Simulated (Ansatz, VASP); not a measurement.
**One calculation of Bi, two programs**

```xyz
1
Lattice="-1.7539 2.1387 1.8790 1.7539 -2.1387 1.8790 1.7539 2.1387 -1.8790" Properties=species:S:1:pos:R:3 pbc="T T T"
Bi    0.0000    0.0000    0.0000
```

Change from the starting cell: strain +e along x and -e along y -0.1000, strain +e along z and -e/2 along x and y -0.0233.

Alike in both runs: task single point; functional PBEsol; dispersion D3(BJ); k mesh 16 × 16 × 16; occupations gaussian, width 0.15 eV; no spin polarisation.

```csv
,VASP,Ansatz
version,VASP 6.6.1,Ansatz 0.2.0
potentials or method,"VASP PAW PBE potentials, release 64 (Bi_d), cutoff 520 eV","scalar-relativistic, plane waves, PAW"
valence electrons in the cell,15,15
```

|  | VASP | Ansatz | Ansatz less VASP |
| --- | --- | --- | --- |
| gap on the k mesh at the Fermi level (eV) | none | none | - |
| pressure (GPa) | 1.2 | 1.2 | +0.06 |
| traceless stress, the component that is largest in VASP (GPa) | -1.21 | -1.21 | -0.003 |

VASP's potentials were made for PBE, not for PBEsol. A gap of «none» marks a metal or a gap that the smearing closes.

Neither program's run includes spin-orbit coupling.
